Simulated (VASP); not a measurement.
# ScSn3Se (Pm-3m) in VASP: relaxation of cell and atoms with PBE

Aim: the relaxation of cell and atoms of ScSn3Se with PBE.

All numbers are computed with VASP 6.6.1; they aren't measurements. Logs are shortened: lines on timing, memory, paths and dates and some standing lists are left out, and cuts for length are marked.

## (1) The cell of the first run

It takes space group Pm-3m (No. 221, cubic). Conventional cell: a = 5.547 Å, b = 5.547 Å, c = 5.547 Å, α = 90.00°, β = 90.00°, γ = 90.00°. Sc (site symmetry m-3m) has 6 Sn at 2.77 Å within 3.7 Å. Sn (site symmetry 4/mmm) has 2 Sc at 2.77 Å within 3.7 Å. Se (site symmetry m-3m) has 12 Sn at 3.92 Å and 8 Sc at 4.80 Å within 5.1 Å.

The cell was generated, and may not be a known phase.

## (2) Relaxation of cell and atoms, PBE

INCAR

```
PREC = Accurate ; ENCUT = 600
EDIFF = 1E-7 ; ISMEAR = 0
SIGMA = 0.1 ; LREAL = False
LASPH = True ; NELM = 60
ALGO = Normal ; ISIF = 3
LWAVE = False ; LCHARG = False
GGA = PE ; IBRION = 2
NSW = 100 ; EDIFFG = -0.01
```

KPOINTS

```
Automatic mesh
0
Gamma
  8 8 8
```

POSCAR

```
ScSn3Se
1.0
    5.5467907374      0.0000000000      0.0000000000
    0.0000000000      5.5467907374      0.0000000000
    0.0000000000      0.0000000000      5.5467907374
Sc Sn Se
1 3 1
Direct
    0.5000000000      0.5000000000      0.5000000000
    0.0000000000      0.5000000000      0.5000000000
    0.5000000000      0.0000000000      0.5000000000
    0.5000000000      0.5000000000      0.0000000000
    0.0000000000      0.0000000000      0.0000000000
```

Potentials or basis: VASP PAW PBE potentials, release 64 (Sc_sv, Sn_d, Se).

Command:

```bash
> cat potpaw_PBE.64/Sc_sv/POTCAR potpaw_PBE.64/Sn_d/POTCAR potpaw_PBE.64/Se/POTCAR > POTCAR
> mpirun -np 1 vasp_std > vasp.out
```

OUTCAR:

```text
PREC = Accurate
   ENCUT = 600
   EDIFF = 1E-7
   ISMEAR = 0
   LREAL = False
   LASPH = True
   NELM = 60
   ISIF = 3
   GGA = PE
   IBRION = 2
   NSW = 100
   EDIFFG = -0.01

 ion  position               nearest neighbor table
   1  0.500  0.500  0.500-   2 2.77   3 2.77   4 2.77   4 2.77   3 2.77   2 2.77
   2  0.000  0.500  0.500-   1 2.77   1 2.77
   3  0.500  0.000  0.500-   1 2.77   1 2.77
   4  0.500  0.500  0.000-   1 2.77   1 2.77
   5  0.000  0.000  0.000-

  LATTYP: Found a simple cubic cell.
 ALAT       =     5.5467907374

  Lattice vectors:

 A1 = (   5.5467907374,   0.0000000000,   0.0000000000)
 A2 = (   0.0000000000,   5.5467907374,   0.0000000000)
 A3 = (   0.0000000000,   0.0000000000,   5.5467907374)

Analysis of symmetry for initial positions (statically):
=====================================================================
 Subroutine PRICEL returns:
 Original cell was already a primitive cell.

 Routine SETGRP: Setting up the symmetry group for a
 simple cubic supercell.

 Subroutine GETGRP returns: Found 48 space group operations
 (whereof 48 operations were pure point group operations)
 out of a pool of 48 trial point group operations.

The static configuration has the point symmetry O_h .

Analysis of symmetry for dynamics (positions and initial velocities):
=====================================================================
 Subroutine PRICEL returns:
 Original cell was already a primitive cell.

 Routine SETGRP: Setting up the symmetry group for a
 simple cubic supercell.

 Subroutine GETGRP returns: Found 48 space group operations
 (whereof 48 operations were pure point group operations)
 out of a pool of 48 trial point group operations.

The dynamic configuration has the point symmetry O_h .

 Subroutine INISYM returns: Found 48 space group operations
 (whereof 48 operations are pure point group operations),
 and found     1 'primitive' translations

----------------------------------------------------------------------------------------

                                     Primitive cell

[... 156 lines left out ...]
  external PRESSURE =       2.9578332 kB  Pullay stress =       0.0000000 kB

 VOLUME and BASIS-vectors are now :
 -----------------------------------------------------------------------------
  energy-cutoff  :      600.00
  volume of cell :      170.66
      direct lattice vectors                 reciprocal lattice vectors
     5.546790737  0.000000000  0.000000000     0.180284429  0.000000000  0.000000000
     0.000000000  5.546790737  0.000000000     0.000000000  0.180284429  0.000000000
     0.000000000  0.000000000  5.546790737     0.000000000  0.000000000  0.180284429

 POSITION                                       TOTAL-FORCE (eV/Angst)
 -----------------------------------------------------------------------------------
      2.77340      2.77340      2.77340         0.000000      0.000000      0.000000
      0.00000      2.77340      2.77340         0.000000      0.000000      0.000000
      2.77340      0.00000      2.77340         0.000000      0.000000      0.000000
      2.77340      2.77340      0.00000         0.000000      0.000000      0.000000
      0.00000      0.00000      0.00000         0.000000      0.000000      0.000000
 -----------------------------------------------------------------------------------
    total drift:                                0.000000      0.000000     -0.000000

  FREE ENERGIE OF THE ION-ELECTRON SYSTEM (eV)
  ---------------------------------------------------
  free  energy   TOTEN  =       -19.0570876938 eV

  energy  without entropy=      -19.0281397607  energy(sigma->0) =      -19.04261373

--------------------------------------- Ionic step        2  -------------------------------------------

 number of electron      58.9999973 magnetization

 Free energy of the ion-electron system (eV)
  ---------------------------------------------------
  ext. energy  EPLUGINS =         0.00000000
  ---------------------------------------------------
  free energy    TOTEN  =       -19.05857808 eV

  energy without entropy =      -19.03012009  energy(sigma->0) =      -19.04434909

 E-fermi :   3.2860     XC(G=0):  -8.7271

 val. band max:        3.2822649064   @ k =   0.5000   0.5000   0.1250
 cond. band min:       3.2931898936   @ k =   0.1250   0.1250   0.0000
 fundamental gap:      0.0109249872
 Fermi energy:         3.2860484474

 k-point     1 :       0.0000    0.0000    0.0000
  band No.  band energies     occupation
      1     -45.1903      2.00000
      2     -23.9138      2.00000
      3     -23.9138      2.00000
      4     -23.9138      2.00000
      5     -17.9274      2.00000
      6     -17.9274      2.00000
[... 901 lines left out ...]
     34       5.4698      0.00000
     35       6.6045      0.00000

 [... further k-points ...]

------------------------ aborting loop because EDIFF is reached ----------------------------------------

  FORCE on cell =-STRESS in cart. coord.  units (eV):
  Direction    XX          YY          ZZ          XY          YZ          ZX
  --------------------------------------------------------------------------------------
  -------------------------------------------------------------------------------------
  Total        0.0102044      0.0102044      0.0102044     -0.0000000      0.0000000     -0.0000000
  in kB        0.0949332      0.0949332      0.0949332     -0.0000000      0.0000000     -0.0000000
  external PRESSURE =       0.0949332 kB  Pullay stress =       0.0000000 kB

 VOLUME and BASIS-vectors are now :
 -----------------------------------------------------------------------------
  energy-cutoff  :      600.00
  volume of cell :      172.22
      direct lattice vectors                 reciprocal lattice vectors
     5.563652051 -0.000000000 -0.000000000     0.179738055 -0.000000000  0.000000000
     0.000000000  5.563652051  0.000000000     0.000000000  0.179738055  0.000000000
    -0.000000000 -0.000000000  5.563652051     0.000000000 -0.000000000  0.179738055

 POSITION                                       TOTAL-FORCE (eV/Angst)
 -----------------------------------------------------------------------------------
      2.78183      2.78183      2.78183         0.000000     -0.000000      0.000000
     -0.00000      2.78183      2.78183        -0.000000     -0.000000      0.000000
      2.78183     -0.00000      2.78183        -0.000000      0.000000      0.000000
      2.78183      2.78183     -0.00000         0.000000      0.000000      0.000000
      0.00000      0.00000      0.00000         0.000000      0.000000      0.000000
 -----------------------------------------------------------------------------------
    total drift:                                0.000000      0.000000     -0.000000

  FREE ENERGIE OF THE ION-ELECTRON SYSTEM (eV)
  ---------------------------------------------------
  free  energy   TOTEN  =       -19.0585780765 eV

  energy  without entropy=      -19.0301200945  energy(sigma->0) =      -19.04434909

 reached required accuracy - stopping structural energy minimisation
```

OSZICAR:

```text
N       E                     dE             d eps       ncg     rms          rms(c)
[... 18 lines left out ...]
DAV:   2    -0.190669216345E+02    0.39864E-01   -0.93719E-02  2975   0.362E+00    0.495E-01
DAV:   3    -0.190594283792E+02    0.74933E-02   -0.21563E-02  3199   0.151E+00    0.142E-01
DAV:   4    -0.190587332142E+02    0.69516E-03   -0.27260E-03  3781   0.351E-01    0.469E-02
DAV:   5    -0.190586320620E+02    0.10115E-03   -0.32994E-04  3056   0.939E-02    0.256E-02
DAV:   6    -0.190585962812E+02    0.35781E-04   -0.14682E-04  3484   0.827E-02    0.203E-02
DAV:   7    -0.190585786752E+02    0.17606E-04   -0.44576E-05  3436   0.520E-02    0.652E-03
DAV:   8    -0.190585780698E+02    0.60546E-06   -0.31989E-06  3511   0.136E-02    0.223E-03
DAV:   9    -0.190585780765E+02   -0.66939E-08   -0.47989E-07  2808   0.628E-03
   2 F= -.19058578E+02 E0= -.19044349E+02  d E =-.149038E-02
```

CONTCAR:

```text
ScSn3Se
   1.00000000000000
     5.5636520514913581   -0.0000000000000000   -0.0000000000000000
     0.0000000000000000    5.5636520514913581    0.0000000000000000
    -0.0000000000000000   -0.0000000000000000    5.5636520514913581
  Sc              Sn              Se
     1     3     1
Direct
     0.5000000000000000    0.5000000000000000    0.5000000000000000
     0.0000000000000000    0.5000000000000000    0.5000000000000000
     0.5000000000000000    0.0000000000000000    0.5000000000000000
     0.5000000000000000    0.5000000000000000    0.0000000000000000
     0.0000000000000000    0.0000000000000000    0.0000000000000000

  0.00000000E+00  0.00000000E+00  0.00000000E+00
  0.00000000E+00  0.00000000E+00  0.00000000E+00
  0.00000000E+00  0.00000000E+00  0.00000000E+00
  0.00000000E+00  0.00000000E+00  0.00000000E+00
  0.00000000E+00  0.00000000E+00  0.00000000E+00
```

Wall time 3.7 min (1 thread of Intel Xeon 6975P-C (Granite Rapids), shared host); peak memory 0.5 GiB.

What came out:

| Quantity | Value |
| --- | --- |
| Free energy | -19.0586 eV |
| Relaxed volume | 34.44 Å³/atom |
| Relaxed cell | a = 5.564 Å, b = 5.564 Å, c = 5.564 Å, α = 90.00°, β = 90.00°, γ = 90.00° |
| Space group after relaxing (to 0.1 Å) | Pm-3m (No. 221) |
| Energy gained by relaxing | 0.3 meV/atom |
| Ionic steps | 2 |
| Pressure after relaxing | 0.0 GPa |
| Band gap on the k mesh | zero (an odd number of electrons rules out a gap without spin polarisation) |

Step by step:
| step | energy change (eV) | largest force (eV/Å) | pressure (GPa) | volume (Å³) |
| --- | --- | --- | --- | --- |
| 1 | 0.0000 | 0.0000 | 0.30 | 170.66 |
| 2 | -0.0015 | 0.0000 | 0.01 | 172.22 |

Final structure:
```cif
data_structure
_symmetry_space_group_name_H-M 'P 1'
_symmetry_Int_Tables_number 1
_cell_length_a 5.5637
_cell_length_b 5.5637
_cell_length_c 5.5637
_cell_angle_alpha 90.000
_cell_angle_beta 90.000
_cell_angle_gamma 90.000
_cell_volume 172.22
loop_
_atom_site_label
_atom_site_type_symbol
_atom_site_fract_x
_atom_site_fract_y
_atom_site_fract_z
_atom_site_occupancy
Sc1 Sc 0.50000 0.50000 0.50000 1
Sn1 Sn 0.00000 0.50000 0.50000 1
Sn2 Sn 0.50000 0.00000 0.50000 1
Sn3 Sn 0.50000 0.50000 0.00000 1
Se1 Se 0.00000 0.00000 0.00000 1
```

Caveat: spin-orbit coupling is left out, which moves the levels of the heavy elements.
